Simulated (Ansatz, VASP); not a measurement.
**ZnS: VASP beside Ansatz**

```
CELL_PARAMETERS angstrom
0.00000 2.69453 2.69453
2.69453 0.00000 2.69453
2.69453 2.69453 0.00000
ATOMIC_POSITIONS crystal
Zn 0.25000 0.25000 0.25000
S 0.00000 0.00000 0.00000
```

Alike in both runs: functional r2SCAN; k mesh 8 × 8 × 8; occupations gaussian, width 0.02 eV; no spin polarisation.

Ansatz relaxed the structure, and its values are those at the end. VASP's run is a single point on that final structure, the one shown.

|  | VASP | Ansatz |
| --- | --- | --- |
| version | VASP 6.6.1 | Ansatz 0.2.0 |
| potentials or method | VASP PAW PBE potentials, release 64 (Zn, S), cutoff 520 eV | scalar-relativistic, plane waves, PAW |
| valence electrons in the cell | 18 | 18 |

Ansatz gave:

| Quantity | Value |
| --- | --- |
| gap on the k mesh at the Fermi level (eV) | 2.70 |
| least direct gap on the mesh (eV) | 2.70 |
| pressure (GPa) | 0.0 |

Problem. Estimate VASP's values.

Solution. gap on the k mesh at the Fermi level (eV): 2.71; least direct gap on the mesh (eV): 2.71; pressure (GPa): 0.0.

VASP's potentials were made for PBE, not for r2SCAN. With one functional, cell and mesh, what is left measures potentials, basis and numerics.
